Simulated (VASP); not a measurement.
Wanted: the native input for a VASP 6.6.1 run.

```
Task                   : single point
Functional             : PBE
Potentials or basis    : VASP PAW PBE potentials, release 64 (Fe, O)
Cutoff                 : 520 eV
k mesh                 : 5 × 5 × 5
Occupations            : fermi-dirac, width 0.05 eV
Spin                   : collinear spin, antiferromagnetic start
Starting moments       : [4.0, -4.0, 4.0, -4.0, 0.0, 0.0, 0.0, 0.0, 0.0, 0.0] μB
Hubbard terms          : Fe d U = 4.0 eV
Dipole correction      : no
Further INCAR settings : ALGO = Normal; EDIFF = 1e-06; NBANDS = 49
```

The structure of Fe2O3 lies in POSCAR:

```
Fe2O3
1.0
    2.5190000000      1.4543453300      4.5906666700
   -2.5190000000      1.4543453300      4.5906666700
    0.0000000000     -2.9086906600      4.5906666700
Fe O
4 6
Direct
    0.3553000000      0.3553000000      0.3553000000
    0.1447000000      0.1447000000      0.1447000000
    0.6447000000      0.6447000000      0.6447000000
    0.8553000000      0.8553000000      0.8553000000
    0.5559000000      0.9441000000      0.2500000000
    0.2500000000      0.5559000000      0.9441000000
    0.9441000000      0.2500000000      0.5559000000
    0.4441000000      0.0559000000      0.7500000000
    0.7500000000      0.4441000000      0.0559000000
    0.0559000000      0.7500000000      0.4441000000
```

These files were run (other wordings do the same):

INCAR

```
SYSTEM = Fe2O3
ALGO     = Normal         ! electronic algorithm
EDIFF    = 1E-6           ! SCF threshold, eV
ENCUT    = 520            ! plane-wave cutoff, eV
GGA      = PE             ! functional
ISIF     = 2              ! what is computed and relaxed
ISMEAR   = -1             ! smearing method
ISPIN    = 2              ! spin polarisation
LASPH    = .TRUE.         ! aspherical terms in the spheres
LCHARG   = .FALSE.        ! write CHGCAR
LDAU     = .TRUE.         ! DFT+U
LDAUJ    = 0 0          
LDAUL    = 2 -1           ! shell
LDAUPRINT= 1            
LDAUTYPE = 2            
LDAUU    = 4 0            ! U, eV
LMAXMIX  = 4              ! l up to which the mixer works
LORBIT   = 11             ! projections on sites
LREAL    = .FALSE.        ! projectors in reciprocal space
LWAVE    = .FALSE.        ! write WAVECAR
MAGMOM   = 4 -4 4 -4 0 0 0 0 0 0 ! initial moments
NBANDS   = 49             ! bands
NELM     = 150            ! most SCF steps
PREC     = Accurate       ! precision mode
SIGMA    = 0.05           ! smearing width, eV
```

KPOINTS

```
k-points
0
G
  5 5 5
  0 0 0
```

Potentials or basis: VASP PAW PBE potentials, release 64 (Fe, O).

The run is started by

```bash
$ cat potpaw_PBE.64/Fe/POTCAR potpaw_PBE.64/O/POTCAR > POTCAR
$ mpirun -np 1 vasp_std > vasp.out
```

Results of the run:

| Item | Value |
| --- | --- |
| Pressure | 4.0 GPa |
| Largest force | 0.156 eV/Å |
| Band gap on the k mesh | 2.17 eV (least direct gap 2.19 eV) |
| Net moment | 0.00 μB per cell |
| Site moments | Fe +4.15, -4.15 (each value once); O +0.00 μB |
| Valence electrons inside the program's atomic spheres | Fe 6.78; O 5.04 |

Caveat: the cell stands under pressure.

Wall time 9 min on 1 thread of AMD EPYC 7R13, on a shared host, peak memory 0.33 GiB.
